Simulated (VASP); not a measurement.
# Zn (I4_1/amd) in VASP: notebook, part 2 of 2

VASP 6.6.1. Earlier steps stand in the parts before.

## Step 4: Relaxation of cell and atoms, r2SCAN

POSCAR

```
Zn
1.0
   -2.4256828237      2.4256828237      1.3232547571
    2.4256828237     -2.4256828237      1.3232547571
    2.4256828237      2.4256828237     -1.3232547571
Zn
2
Direct
    0.0000000000      0.0000000000      0.0000000000
    0.7500000000      0.2500000000      0.5000000000
```

INCAR.step1

```
ALGO     = Normal         # electronic algorithm
EDIFF    = 1E-4           # SCF threshold, eV
ENCUT    = 600            # plane-wave cutoff, eV
GGA      = PE             # functional
ISMEAR   = 0              # smearing method
LASPH    = True           # aspherical terms in the spheres
LCHARG   = False          # write CHGCAR
LREAL    = False          # projectors in reciprocal space
LWAVE    = True           # write WAVECAR
NELM     = 80             # most SCF steps
PREC     = Accurate       # precision mode
SIGMA    = 0.1            # smearing width, eV
```

INCAR.step2

```
ALGO     = Normal         # electronic algorithm
EDIFF    = 1E-6           # SCF threshold, eV
EDIFFG   = -0.04          # ionic threshold
ENCUT    = 600            # plane-wave cutoff, eV
IBRION   = 2              # ionic algorithm
ISIF     = 3              # what is computed and relaxed
ISMEAR   = 0              # smearing method
ISTART   = 1            
LASPH    = True           # aspherical terms in the spheres
LCHARG   = False          # write CHGCAR
LMIXTAU  = True         
LREAL    = False          # projectors in reciprocal space
LWAVE    = False          # write WAVECAR
METAGGA  = R2SCAN         # meta-GGA
NELM     = 80             # most SCF steps
NSW      = 90             # ionic steps
PREC     = Accurate       # precision mode
SIGMA    = 0.1            # smearing width, eV
```

KPOINTS

```
k-points
0
Gamma
  8 8 8
```

Potentials or basis: VASP PAW PBE potentials, release 64 (Zn).

Launch:

```console
cat potpaw_PBE.64/Zn/POTCAR > POTCAR
cp INCAR.step1 INCAR
mpirun -np 1 vasp_std > vasp.out
cp INCAR.step2 INCAR
mpirun -np 1 vasp_std > vasp.out
```

OUTCAR:

```text
EDIFF = 1E-6
   EDIFFG = -0.04
   ENCUT = 600
   IBRION = 2
   ISIF = 3
   ISMEAR = 0
   ISTART = 1
   LASPH = True
   LREAL = False
   METAGGA = R2SCAN
   NELM = 80
   NSW = 90
   PREC = Accurate

 ion  position               nearest neighbor table
   1  0.000  0.000  0.000-   2 2.51   2 2.51   2 2.51   2 2.51
   2  0.750  0.250  0.500-   1 2.51   1 2.51   1 2.51   1 2.51

  LATTYP: Found a body centered tetragonal cell.
 ALAT       =     4.8513656474
 C/A-ratio  =     0.5455184595

  Lattice vectors:

 A1 = (  -2.4256828237,   2.4256828237,   1.3232547571)
 A2 = (   2.4256828237,  -2.4256828237,   1.3232547571)
 A3 = (   2.4256828237,   2.4256828237,  -1.3232547571)

Analysis of symmetry for initial positions (statically):
=====================================================================
[... 468 lines left out ...]
  ext. energy  EPLUGINS =         0.00000000
  ---------------------------------------------------
  free energy    TOTEN  =       -17.34186878 eV

  energy without entropy =      -17.33745477  energy(sigma->0) =      -17.33966178

 E-fermi :   2.4115     XC(G=0): -12.0283

 val. band max:        2.3899071084   @ k =  -0.1250   0.1250   0.1250
 cond. band min:       2.4214296974   @ k =  -0.3750  -0.3750   0.2500
 fundamental gap:      0.0315225891
 Fermi energy:         2.4114986947

 k-point     1 :       0.0000    0.0000    0.0000
  band No.  band energies     occupation
      1      -7.7891      2.00000
      2      -6.1477      2.00000
      3      -6.0559      2.00000
      4      -6.0394      2.00000
      5      -5.9854      2.00000
      6      -4.9843      2.00000
[... 433 lines left out ...]
      3      -5.8724      2.00000
      4      -5.6398      2.00000
      5      -5.4936      2.00000
      6      -5.2905      2.00000
[... 8 lines left out ...]
     15      10.0397      0.00000
     16      11.2233      0.00000

 [... further k-points ...]
[... 5 lines left out ...]
  --------------------------------------------------------------------------------------
  -------------------------------------------------------------------------------------
  Total       -0.0217964     -0.0217964     -0.0165415      0.0000000      0.0000000      0.0000000
  in kB       -1.0589650     -1.0589650     -0.8036581      0.0000000      0.0000000      0.0000000
  external PRESSURE =      -0.9738627 kB  Pullay stress =       0.0000000 kB
[... 17 lines left out ...]
  FREE ENERGIE OF THE ION-ELECTRON SYSTEM (eV)
  ---------------------------------------------------
  free  energy   TOTEN  =       -17.3418687820 eV

  energy  without entropy=      -17.3374547739  energy(sigma->0) =      -17.33966178

 reached required accuracy - stopping structural energy minimisation
```

OUTCAR.step1:

```text
EDIFF = 1E-4
   ENCUT = 600
   GGA = PE
   ISMEAR = 0
   LASPH = True
[... 680 lines left out ...]
 -----------------------------------------------------------------------------------
      0.00000      0.00000      0.00000         0.000000     -0.000000      0.000000
      0.00000      2.42568      0.66163        -0.000000      0.000000     -0.000000
 -----------------------------------------------------------------------------------
    total drift:                                0.000000     -0.000000      0.000000

  FREE ENERGIE OF THE ION-ELECTRON SYSTEM (eV)
  ---------------------------------------------------
  free  energy   TOTEN  =        -1.7172389299 eV

  energy  without entropy=       -1.7149092622  energy(sigma->0) =       -1.71607410
```

OSZICAR.step1:

```text
N       E                     dE             d eps       ncg     rms          rms(c)
DAV:   1     0.104501613089E+03    0.10450E+03   -0.14154E+04  1904   0.261E+03
DAV:   2     0.117857826023E+01   -0.10332E+03   -0.10191E+03  1920   0.321E+02
DAV:   3    -0.190268602492E+01   -0.30813E+01   -0.30763E+01  2376   0.667E+01
DAV:   4    -0.191252973846E+01   -0.98437E-02   -0.98434E-02  2144   0.380E+00
DAV:   5    -0.191254497405E+01   -0.15236E-04   -0.15234E-04  2072   0.130E-01    0.396E+00
DAV:   6    -0.173194609303E+01    0.18060E+00   -0.87199E-01  1984   0.206E+01    0.291E+00
DAV:   7    -0.172189332323E+01    0.10053E-01   -0.27957E-02  2360   0.308E+00    0.147E+00
DAV:   8    -0.171723875593E+01    0.46546E-02   -0.23975E-03  2296   0.633E-01    0.399E-02
DAV:   9    -0.171723892989E+01   -0.17395E-06   -0.20580E-04  1752   0.200E-01
   1 F= -.17172389E+01 E0= -.17160741E+01  d E =-.232967E-02
```

It took 18 min on 1 thread of Intel Xeon Platinum 8259CL at 2.50GHz (Skylake/Cascade Lake), shared host; peak memory 0.19 GiB.

Results:

```
Free energy                            : -17.3419 eV
Relaxed volume                         : 16.49 Å³/atom
Relaxed cell                           : a = 3.844 Å, b = 3.844 Å, c = 3.844 Å, α = 96.04°, β = 96.04°, γ = 142.14°
Space group after relaxing (to 0.05 Å) : I4_1/amd (No. 141)
Energy gained by relaxing              : 62.5 meV/atom
Ionic steps                            : 9
Pressure after relaxing                : -0.1 GPa
Band gap on the k mesh                 : zero (band 12 reaches 5.87 eV, above the bottom of band 13 at -0.90 eV)
```

Step by step:
| step | energy change (eV) | largest force (eV/Å) | pressure (GPa) | volume (Å³) |
| --- | --- | --- | --- | --- |
| 1 | 0.0000 | 0.0000 | 4.48 | 31.14 |
| 2 | -0.0669 | 0.0000 | -0.22 | 33.13 |
| 3 | -0.0783 | 0.0000 | -3.26 | 34.81 |
| 4 | -0.1068 | 0.0000 | -2.46 | 34.70 |
| 5 | -0.1070 | 0.0000 | -2.77 | 34.71 |
| 6 | -0.1243 | 0.0000 | -0.36 | 33.15 |
| 7 | -0.1247 | 0.0000 | 0.09 | 32.97 |
| 8 | -0.1247 | 0.0000 | -0.14 | 33.01 |
| 9 | -0.1250 | 0.0000 | -0.10 | 32.98 |

Final structure:
```cif
data_structure
_symmetry_space_group_name_H-M 'P 1'
_symmetry_Int_Tables_number 1
_cell_length_a 3.8442
_cell_length_b 3.8442
_cell_length_c 3.8442
_cell_angle_alpha 96.040
_cell_angle_beta 96.040
_cell_angle_gamma 142.143
_cell_volume 32.98
loop_
_atom_site_label
_atom_site_type_symbol
_atom_site_fract_x
_atom_site_fract_y
_atom_site_fract_z
_atom_site_occupancy
Zn1 Zn 0.00000 0.00000 0.00000 1
Zn2 Zn 0.75000 0.25000 0.50000 1
```

Levels at points of the mesh, in eV from the Fermi level:
```tsv
k point	band 9	band 10	band 11	band 12	band 13	band 14	band 15	band 16
(0.00, 0.00, 0.00)	-7.39	-7.34	-7.11	1.05	1.05	2.80	6.42	13.05
(0.50, 0.00, 0.00)	-7.26	-7.07	-2.20	-0.96	2.49	3.99	4.84	7.01
(0.50, 0.50, 0.00)	-7.33	-7.33	-6.60	-6.60	4.88	4.88	6.87	6.87
(0.50, 0.50, 0.50)	-7.37	-7.37	-3.44	-3.44	-3.31	-3.31	16.09	16.09
```

Caveat: the PAW data sets were made with another functional, which shifts forces and pressure a little.

## Step 5: Overview

```csv
task,cell,cutoff (eV),gap on the mesh (eV),pressure (GPa)
single point,"a = 3.677 Å, angles 97.4, 97.4, 137.8°, 2 atoms",520,none,4.7
single point,"a = 3.838 Å, angles 96.0, 96.0, 142.2°, 2 atoms",520,none,0.3
relaxation of cell and atoms,"relaxed from a = 3.677 Å, angles 97.4, 97.4, 137.8°, 2 atoms",600,none,-0.1
```

Alike in all rows: level r2SCAN; potentials or basis VASP PAW PBE potentials, release 64 (Zn); no spin polarisation; k mesh 8 × 8 × 8; smearing gaussian 0.1 eV.

Caveats: the PAW data sets were made with another functional, which shifts forces and pressure a little.

Absolute energies hang on the potentials; compare differences alone.
